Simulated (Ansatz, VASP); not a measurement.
## Two plane-wave programs on CsO

INCAR

```
ALGO = Normal
EDIFF = 1E-7
ENCUT = 520
ISIF = 2
ISMEAR = -1
LASPH = T
LCHARG = T
LELF = T
LREAL = F
LVHAR = T
LWAVE = F
NBANDS = 23
NELM = 100
PREC = Accurate
SIGMA = 0.03
```

The input KPOINTS:

```
k-points
0
Gamma
  6 6 6
```

The input POSCAR:

```
CsO
1.0
   -2.1668547950      3.2186837237      3.7788316351
    2.1668547950     -3.2186837237      3.7788316351
    2.1668547950      3.2186837237     -3.7788316351
Cs O
2 2
Direct
    0.2535603300      0.2535603300      0.0000000000
    0.7464396700      0.7464396700      0.0000000000
    0.5878976000      0.0000000000      0.5878976000
    0.4121024000      0.0000000000      0.4121024000
```

Input for Ansatz:

```yaml
crystal:
  lattice:
    - [-2.166854795, 3.2186837237, 3.7788316351]
    - [2.166854795, -3.2186837237, 3.7788316351]
    - [2.166854795, 3.2186837237, -3.7788316351]
  atoms:
    - { symbol: Cs, position: [0.25356033, 0.25356033, 0.0] }
    - { symbol: Cs, position: [0.74643967, 0.74643967, 0.0] }
    - { symbol: O, position: [0.5878976, 0.0, 0.5878976] }
    - { symbol: O, position: [0.4121024, 0.0, 0.4121024] }
kpoints:
  mp_grid: { grid: [6, 6, 6] }
scf:
  occupations: { method: fermi_dirac, width: 0.03 }
hamiltonian:
  xc: lda
  pseudopotentials: { kind: paw }
output:
  forces: true
  stress: true
  eigenvalues: true
  populations: true
```

Change from the starting cell: shortest bond scaled by 0.75, PAW files.

Alike in both runs: task single point; functional LDA; k mesh 6 × 6 × 6; occupations fermi-dirac, width 0.03 eV; no spin polarisation.

```csv
,VASP,Ansatz
version,VASP 6.6.1,Ansatz 0.2.0
potentials or method,"VASP PAW LDA potentials, release 64 (Cs_sv, O)","PAW with Ansatz's default frozen-core files, scalar-relativistic"
plane-wave cutoff (eV),520,420
valence electrons in the cell,30,30
```

Ansatz gave:

| Quantity | Value |
| --- | --- |
| pressure (GPa) | 8.4 |
| traceless stress, the component that is largest in VASP (GPa) | 21.86 |
| rms of the force components (eV/Å) | 7.826 |

**Question.** Which values does VASP return?

**Answer.** Pressure (GPa): 10.4; traceless stress, the component that is largest in VASP (GPa): 25.43; rms of the force components (eV/Å): 9.166.

LDA's correlation is that of Perdew and Zunger in VASP and of Perdew and Wang (1992) in Ansatz. Atom by atom the forces differ by 1.340 eV/Å (rms over components).

Neither program's run includes spin-orbit coupling. Noted on VASP's run: the standard files for N, O and F lose accuracy on very short bonds.
